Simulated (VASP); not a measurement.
SnSe (rocksalt type), 2 atoms in the cell. Symmetry: Fm-3m, No. 225, cubic system. Conventional cell: a = 5.651 Å, b = 5.651 Å, c = 5.651 Å, α = 90.00°, β = 90.00°, γ = 90.00°. Within 3.7 Å of Sn (site symmetry m-3m) lie 6 Se at 2.83 Å. Se (site symmetry m-3m) has 6 Sn at 2.83 Å within 3.7 Å.  This cell differs from its parent crystal: volume scaled by 0.88.

- Program: VASP 6.6.1
- Task: single point
- Functional: LDA
- Potentials or basis: VASP PAW LDA potentials, release 64 (Sn_d, Se)
- Cutoff: 520 eV
- k mesh: 14 × 14 × 14
- Occupations: fermi-dirac, width 0.05 eV
- Spin: no spin polarisation
- Dipole correction: no
- Further INCAR settings: ALGO = Normal; EDIFF = 1e-07; NBANDS = 17

Potentials or basis: VASP PAW LDA potentials, release 64 (Sn_d, Se).

Command:

```console
$ cat potpaw_LDA.64/Sn_d/POTCAR potpaw_LDA.64/Se/POTCAR > POTCAR
$ mpirun -np 1 vasp_std > vasp.out
```

Hardware: 1 thread of Intel(R) Xeon(R) 6975P-C (Granite Rapids), with other jobs on the host.

Question: How long does it take, and how much memory?

Answer: It took 29 s on 1 thread of Intel(R) Xeon(R) 6975P-C (Granite Rapids), with other jobs on the host, peak memory 0.21 GiB. Counts: scf iterations 12, k points 104.
